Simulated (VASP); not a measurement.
Wanted: the native input for a VASP 6.6.1 run.

```
Task                   : single point
Functional             : PBE
Potentials or basis    : VASP PAW PBE potentials, release 64 (Hg)
Cutoff                 : 520 eV
k mesh                 : 8 × 8 × 8
Occupations            : fermi-dirac, width 0.1 eV
Spin                   : no spin polarisation
Dipole correction      : no
Further INCAR settings : ALGO = Normal; EDIFF = 1e-07; NBANDS = 19
```

The structure of Hg lies in POSCAR:

```
Hg
1.0
    0.0000000000      3.7143935019      3.7143935019
    3.7143935019      0.0000000000      3.7143935019
    3.7143935019      3.7143935019      0.0000000000
Hg
2
Direct
    0.1250000000      0.1250000000      0.1250000000
    0.8750000000      0.8750000000      0.8750000000
```

This cell differs from its parent crystal: volume scaled by 0.96.

These files were run (other wordings do the same):

INCAR

```
SYSTEM = Hg
  ALGO = Normal
  EDIFF = 1E-7
  ENCUT = 520
  GGA = PE
  ISIF = 2
  ISMEAR = -1
  LASPH = .True.
  LCHARG = .False.
  LREAL = .False.
  LWAVE = .False.
  NBANDS = 19
  NELM = 100
  PREC = Accurate
  SIGMA = 0.1
```

KPOINTS

```
k-points
0
Gamma
  8 8 8
  0 0 0
```

Potentials or basis: VASP PAW PBE potentials, release 64 (Hg).

Command:

```sh
$ cat potpaw_PBE.64/Hg/POTCAR > POTCAR
$ mpirun -np 1 vasp_std > vasp.out
```

Results of the run:

| Quantity | Value |
| --- | --- |
| Pressure | 0.1 GPa |
| Band gap on the k mesh | zero (band 12 reaches 0.06 eV, above the bottom of band 13 at -0.09 eV) |

Caveat: spin-orbit coupling is left out, which moves the levels of the heavy elements.

Run time: 120 s on 1 thread of AMD EPYC 7R13, with other jobs on the host, peak memory 0.22 GiB.
